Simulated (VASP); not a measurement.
## TaSi3: single point with PBE

TaSi3:

```
Si Ta
1.0
     6.49805    0.15025    0.20075
     0.15025    6.71114   -0.08470
     0.20075   -0.08470    6.37638
Si Ta
12 4
Direct
  0.44517 0.75083 0.42477
  0.30730 0.24487 0.63945
  0.85342 0.71661 0.51630
  0.33327 0.12535 0.26503
  0.01178 0.26196 0.02821
  0.52009 0.36155 0.92308
  0.72859 0.02179 0.07688
  0.05125 0.98289 0.76189
  0.82285 0.64441 0.05781
  0.23368 0.82739 0.10250
  0.53990 0.76472 0.83349
  0.91138 0.36126 0.64599
  0.14345 0.48963 0.30177
  0.65579 0.37575 0.31518
  0.17184 0.60252 0.78372
  0.66251 0.06076 0.63240
```

| Quantity | Value |
| --- | --- |
| Program | VASP 6.6.1 |
| Task | single point |
| Functional | PBE |
| Potentials or basis | VASP PAW PBE potentials, release 64 (Si, Ta_pv) |
| Cutoff | 520 eV |
| k mesh | 1 × 1 × 1, shifted |
| Occupations | fermi-dirac, width 0.05 eV |
| Spin | no spin polarisation |
| Dipole correction | no |
| Further INCAR settings | LREAL = Auto; ALGO = Normal; EDIFF = 1e-06; NBANDS = 60; ISYM = 0 |

```json
{
  "Pressure": "-8.8 GPa",
  "Largest force": "1.344 eV/Å",
  "Band gap on the k mesh": "0.35 eV"
}
```

Forces on the atoms (eV/Å):
```
Si  -0.036 -0.569  0.642
Si  -0.344 -0.622 -0.600
Si  -0.053 -0.005 -0.078
Si   0.447  0.162  0.271
Si  -0.053  0.128  0.101
Si   0.510  0.464 -0.153
Si  -0.207  0.222 -0.804
Si  -0.253  0.138 -0.169
Si  -0.233  0.015 -0.200
Si  -0.092 -0.135  0.691
Si  -0.185 -0.753  0.112
Si  -1.074 -0.485 -0.163
Ta  -0.052  0.708  0.610
Ta   0.822  0.276  0.403
Ta   0.170 -0.255  0.285
Ta   0.634  0.712 -0.948
```

Stress tensor (GPa, compression positive):
```
 -7.48   3.67   2.88
  3.67  -8.43  -0.93
  2.88  -0.93 -10.43
```

Levels at points of the mesh, in eV from the valence-band top:
```
           k point  band 44  band 45  band 46  band 47  band 48  band 49
(0.25, 0.25, 0.25)    -0.53    -0.27     0.00     0.35     0.85     0.92
```

Run time: 37 s on 1 thread of Intel(R) Xeon(R) Platinum 8488C (Sapphire Rapids) (shared host), peak memory 0.32 GiB.

Caveat: the k points lie up to 0.99 Å⁻¹ apart; spin-orbit coupling is left out, which moves the levels of the heavy elements.
